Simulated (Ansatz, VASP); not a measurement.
NaF: VASP beside Ansatz

INCAR

```
SYSTEM = NaF
ALGO     = Normal         ! electronic algorithm
EDIFF    = 1E-6           ! SCF threshold, eV
ENCUT    = 520            ! plane-wave cutoff, eV
GGA      = PE             ! functional
ISIF     = 2              ! what is computed and relaxed
ISMEAR   = -1             ! smearing method
LASPH    = .TRUE.         ! aspherical terms in the spheres
LCHARG   = .TRUE.         ! write CHGCAR
LELF     = .TRUE.         ! ELF
LREAL    = .FALSE.        ! projectors in reciprocal space
LVHAR    = .TRUE.       
LWAVE    = .FALSE.        ! write WAVECAR
NBANDS   = 14             ! bands
NELM     = 80             ! most SCF steps
PREC     = Accurate       ! precision mode
SIGMA    = 0.02           ! smearing width, eV
```

The input KPOINTS:

```
k-points
0
G
  10 10 10
  0 0 0
```

The input POSCAR:

```
NaF
1.0
    0.0235842590      2.3207523471      2.3207523471
    2.3207523471      0.0235842590      2.3207523471
    2.3207523471      2.3207523471      0.0235842590
Na F
1 1
Direct
    0.0000000000      0.0000000000      0.0000000000
    0.5000000000      0.5000000000      0.5000000000
```

Input for Ansatz:

```yaml
crystal:
  lattice:
    - [0.023584259, 2.3207523471, 2.3207523471]
    - [2.3207523471, 0.023584259, 2.3207523471]
    - [2.3207523471, 2.3207523471, 0.023584259]
  atoms:
    - { symbol: Na, position: [0.0, 0.0, 0.0] }
    - { symbol: F, position: [0.5, 0.5, 0.5] }
kpoints:
  mp_grid: { grid: [10, 10, 10] }
  band_path:
    path:
      - [0.0, 0.0, 0.0]
      - [0.5, 0.0, 0.5]
      - [0.625, 0.25, 0.625]
      - [0.375, 0.375, 0.75]
      - [0.5, 0.5, 0.5]
      - [0.5, 0.25, 0.75]
    npoints: 1
hamiltonian:
  xc: pbe
scf:
  occupations: { method: fermi_dirac, width: 0.02 }
  n_extra_bands: 4
output:
  forces: true
  stress: true
  eigenvalues: true
```

Change from the starting cell: shear_111 strain +1.5%.

Alike in both runs: task single point; functional PBE; k mesh 10 × 10 × 10; occupations fermi-dirac, width 0.02 eV; no spin polarisation.

```csv
,VASP,Ansatz
version,VASP 6.6.1,Ansatz 0.2.0
potentials or method,"VASP PAW PBE potentials, release 64 (Na_pv, F)","plane waves, PAW"
plane-wave cutoff (eV),520,420
valence electrons in the cell,14,16
```

|  | VASP | Ansatz | Ansatz less VASP |
| --- | --- | --- | --- |
| gap on the k mesh at the Fermi level (eV) | 6.34 | 6.36 | +0.017 |
| pressure (GPa) | 2.6 | 2.7 | +0.12 |
| traceless stress, the component that is largest in VASP (GPa) | -0.28 | -0.28 | -0.002 |

VASP's potentials hold 14 valence electrons a cell and Ansatz's 16, so a difference there can come from the potentials and not from the codes.
